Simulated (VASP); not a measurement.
Here is a VASP 6.6.1 calculation.

INCAR

```
SYSTEM = GaN
PREC = Accurate
ENCUT = 520
EDIFF = 1E-8
ISMEAR = 0
SIGMA = 0.01
LREAL = .False.
LASPH = .True.
NELM = 60
ALGO = Normal
ISIF = 2
LWAVE = .False.
LCHARG = .False.
GGA = PE
NBANDS = 26
IBRION = 8
NSW = 1
LEPSILON = .True.
```

KPOINTS

```
Automatic mesh
0
Gamma
  12 12 6
  0 0 0
```

Contents of POSCAR:

```
GaN
1.0
    3.1516453629      0.0000000000      0.0000000000
   -1.5758226815      2.7294049480      0.0000000000
    0.0000000000      0.0000000000      5.1383203668
Ga N
2 2
Direct
    0.6666666667      0.3333333333      0.4993009300
    0.3333333333      0.6666666667      0.9993009300
    0.6666666667      0.3333333333      0.8756990700
    0.3333333333      0.6666666667      0.3756990700
```

Potentials or basis: VASP PAW PBE potentials, release 64 (Ga_d, N).

The run is started by

```console
$ cat potpaw_PBE.64/Ga_d/POTCAR potpaw_PBE.64/N/POTCAR > POTCAR
$ mpirun -np 1 vasp_std > vasp.out
```

(1) Estimate the electronic dielectric tensor (diagonal).

(2) What does it give for the Born charges (mean of the diagonal)?

(3) What does it give for the highest phonon frequency at Γ, LO-TO splitting left out?

Answers

(1) 5.56, 5.56, 5.76.

(2) Ga +2.65; N -2.65 e.

(3) 709 cm⁻¹.

Caveat: the cell stands under pressure or tension, which shifts response properties.
